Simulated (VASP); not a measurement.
# Bi2Te2O (P-3m1) in VASP: a series of runs, part 2 of 2

VASP 6.6.1. The steps go on from the part before.

## Step 3: Single point, PBE

This run uses another cell than the first one, of 27.84 Å³/atom.

INCAR

```
SYSTEM = Bi2Te2O
PREC = Accurate
ENCUT = 520
EDIFF = 1E-6
ISMEAR = 0
SIGMA = 0.1
LREAL = .FALSE.
LASPH = .TRUE.
NELM = 80
ALGO = Normal
ISIF = 2
LWAVE = .FALSE.
LCHARG = .TRUE.
GGA = PE
LELF = .TRUE.
LVHAR = .TRUE.
NBANDS = 32
```

KPOINTS

```
regular mesh
0
G
  12 12 4
  0 0 0
```

POSCAR

```
Bi2Te2O
1.0
    4.0720010266      0.0000000000      0.0000000000
   -2.0360005133      3.5264563333      0.0000000000
    0.0000000000      0.0000000000      9.6953509054
Bi Te O
2 2 1
Direct
    0.3333333333      0.6666666667      0.6663877197
    0.6666666667      0.3333333333      0.3336122803
    0.3333333333      0.6666666667      0.1431308342
    0.6666666667      0.3333333333      0.8568691658
    0.0000000000      0.0000000000      0.0000000000
```

Potentials or basis: VASP PAW PBE potentials, release 64 (Bi_d, Te, O).

Started as:

```bash
$ cat potpaw_PBE.64/Bi_d/POTCAR potpaw_PBE.64/Te/POTCAR potpaw_PBE.64/O/POTCAR > POTCAR
$ mpirun -np 1 vasp_std > vasp.out
```

OUTCAR:

```text
SYSTEM = Bi2Te2O
   PREC = Accurate
   ENCUT = 520
   EDIFF = 1E-6
   ISMEAR = 0
   LREAL = .FALSE.
   LASPH = .TRUE.
   NELM = 80
   ISIF = 2
   GGA = PE

 ion  position               nearest neighbor table
   1  0.333  0.667  0.666-   4 2.99   4 2.99   4 2.99
   2  0.667  0.333  0.334-   3 2.99   3 2.99   3 2.99
   3  0.333  0.667  0.143-   5 2.73   5 2.73   5 2.73   2 2.99   2 2.99   2 2.99   4 3.64   4 3.64
                             4 3.64
   4  0.667  0.333  0.857-   5 2.73   5 2.73   5 2.73   1 2.99   1 2.99   1 2.99   3 3.64   3 3.64
                             3 3.64
   5  0.000  0.000  0.000-   3 2.73   4 2.73   4 2.73   3 2.73   4 2.73   3 2.73

  LATTYP: Found a hexagonal cell.
 ALAT       =     4.0720010266
 C/A-ratio  =     2.3809794845

  Lattice vectors:

 A1 = (   4.0720010266,   0.0000000000,   0.0000000000)
 A2 = (  -2.0360005133,   3.5264563333,   0.0000000000)
 A3 = (   0.0000000000,   0.0000000000,   9.6953509054)

Analysis of symmetry for initial positions (statically):
=====================================================================
 Subroutine PRICEL returns:
[... 179 lines left out ...]
 val. band max:        6.2812902014   @ k =   0.0000   0.0833   0.2500
 cond. band min:       6.3218838068   @ k =   0.3333   0.3333   0.0000
 fundamental gap:      0.0405936054
 Fermi energy:         6.3027693428

 k-point     1 :       0.0000    0.0000    0.0000
  band No.  band energies     occupation
      1     -16.3727      2.00000
      2     -16.3727      2.00000
      3     -16.3687      2.00000
      4     -16.3687      2.00000
      5     -16.3422      2.00000
      6     -16.3422      2.00000
[... 829 lines left out ...]
     31      11.9387      0.00000
     32      12.6283      0.00000

 [... further k-points ...]

------------------------ aborting loop because EDIFF is reached ----------------------------------------

  FORCE on cell =-STRESS in cart. coord.  units (eV):
  Direction    XX          YY          ZZ          XY          YZ          ZX
  --------------------------------------------------------------------------------------
  -------------------------------------------------------------------------------------
  Total       -0.0064282     -0.0064282      0.0563435      0.0000000      0.0000000      0.0000000
  in kB       -0.0739757     -0.0739757      0.6484026      0.0000000      0.0000000      0.0000000
  external PRESSURE =       0.1668170 kB  Pullay stress =       0.0000000 kB

 VOLUME and BASIS-vectors are now :
 -----------------------------------------------------------------------------
  energy-cutoff  :      520.00
  volume of cell :      139.22
      direct lattice vectors                 reciprocal lattice vectors
     4.072001027  0.000000000  0.000000000     0.245579506  0.141785394  0.000000000
    -2.036000513  3.526456333  0.000000000     0.000000000  0.283570788  0.000000000
     0.000000000  0.000000000  9.695350905     0.000000000  0.000000000  0.103142218

 POSITION                                       TOTAL-FORCE (eV/Angst)
 -----------------------------------------------------------------------------------
     -0.00000      2.35097      6.46086         0.000000     -0.000000     -0.008905
      2.03600      1.17549      3.23449         0.000000      0.000000      0.008905
     -0.00000      2.35097      1.38770        -0.000000      0.000000     -0.023121
      2.03600      1.17549      8.30765         0.000000     -0.000000      0.023121
      0.00000      0.00000      0.00000         0.000000      0.000000      0.000000
 -----------------------------------------------------------------------------------
    total drift:                               -0.000000     -0.000000      0.000000

  FREE ENERGIE OF THE ION-ELECTRON SYSTEM (eV)
  ---------------------------------------------------
  free  energy   TOTEN  =       -19.0661981928 eV

  energy  without entropy=      -19.0639503141  energy(sigma->0) =      -19.06507425
```

OSZICAR:

```text
N       E                     dE             d eps       ncg     rms          rms(c)
DAV:   1     0.466028365514E+03    0.46603E+03   -0.22281E+04  4416   0.155E+03
DAV:   2     0.341133010846E+02   -0.43192E+03   -0.41248E+03  4600   0.412E+02
DAV:   3    -0.195931161907E+02   -0.53706E+02   -0.50732E+02  5664   0.150E+02
DAV:   4    -0.220623476271E+02   -0.24692E+01   -0.24576E+01  4768   0.338E+01
DAV:   5    -0.221647922873E+02   -0.10244E+00   -0.10243E+00  6304   0.715E+00    0.145E+01
DAV:   6    -0.220458499018E+02    0.11894E+00   -0.16069E+01  4792   0.250E+01    0.175E+01
DAV:   7    -0.192400702101E+02    0.28058E+01   -0.47866E+00  5496   0.134E+01    0.696E+00
DAV:   8    -0.191377079538E+02    0.10236E+00   -0.12478E+00  4896   0.665E+00    0.359E+00
DAV:   9    -0.191285286971E+02    0.91793E-02   -0.32711E-01  4880   0.241E+00    0.246E+00
DAV:  10    -0.190886929165E+02    0.39836E-01   -0.32073E-02  5656   0.100E+00    0.227E+00
DAV:  11    -0.191207250368E+02   -0.32032E-01   -0.15071E-02  4720   0.709E-01    0.569E+00
DAV:  12    -0.190682295955E+02    0.52495E-01   -0.52579E-02  4944   0.173E+00    0.835E-01
DAV:  13    -0.190665207217E+02    0.17089E-02   -0.17760E-02  4576   0.578E-01    0.353E-01
DAV:  14    -0.190663915360E+02    0.12919E-03   -0.15658E-03  5320   0.175E-01    0.360E-01
DAV:  15    -0.190663999159E+02   -0.83799E-05   -0.14963E-04  4720   0.606E-02    0.247E-01
DAV:  16    -0.190662821948E+02    0.11772E-03   -0.12832E-04  5368   0.751E-02    0.140E-01
DAV:  17    -0.190661985346E+02    0.83660E-04   -0.13760E-04  4168   0.518E-02    0.819E-02
DAV:  18    -0.190661981928E+02    0.34185E-06   -0.39469E-06  5024   0.935E-03
   1 F= -.19066198E+02 E0= -.19065074E+02  d E =-.224788E-02
```

stdout:

```text
POSCAR found type information on POSCAR BiTeO
 POSCAR found :  3 types and       5 ions
 scaLAPACK will be used
 LDA part: xc-table for (Slater+PW92), standard interpolation
 POSCAR, INCAR and KPOINTS ok, starting setup
 FFT: planning ... GRIDC
 FFT: planning ... GRID_SOFT
 FFT: planning ... GRID
 WAVECAR not read
 entering main loop
```

Run time: 2.4 min. Hardware: 1 thread of Intel Xeon 6975P-C (Granite Rapids), shared host; peak memory 0.42 GiB.

What came out:

| Item | Value |
| --- | --- |
| Free energy | -19.0662 eV |
| Pressure | 0.0 GPa |
| Largest force | 0.023 eV/Å |
| Band gap on the k mesh | zero (bands 24 and 25 overlap by 0.15 eV) |

Forces in eV/Å, atoms in the order of the input:
```
Bi   0.000  0.000 -0.009
Bi   0.000  0.000  0.009
Te   0.000  0.000 -0.023
Te   0.000  0.000  0.023
O    0.000  0.000  0.000
```

Levels at points of the mesh, in eV from the Fermi level:
```
           k point  band 22  band 23  band 24  band 25  band 26  band 27
(0.00, 0.00, 0.00)    -0.11    -0.11     0.08     0.16     1.99     1.99
(0.50, 0.00, 0.00)    -1.62    -0.83    -0.50     0.59     1.78     2.37
(0.00, 0.00, 0.50)    -1.14    -0.21    -0.21     1.61     2.13     2.29
(0.50, 0.00, 0.50)    -1.44    -0.60    -0.57     1.19     1.39     2.03
```

Caveat: spin-orbit coupling is left out, which moves the levels of the heavy elements; this functional lacks dispersion, which binds layers or chains, so the pressure and a relaxed spacing across them are unreliable.

The gap in the log of VASP goes by the Fermi energy; the results here count the filled bands.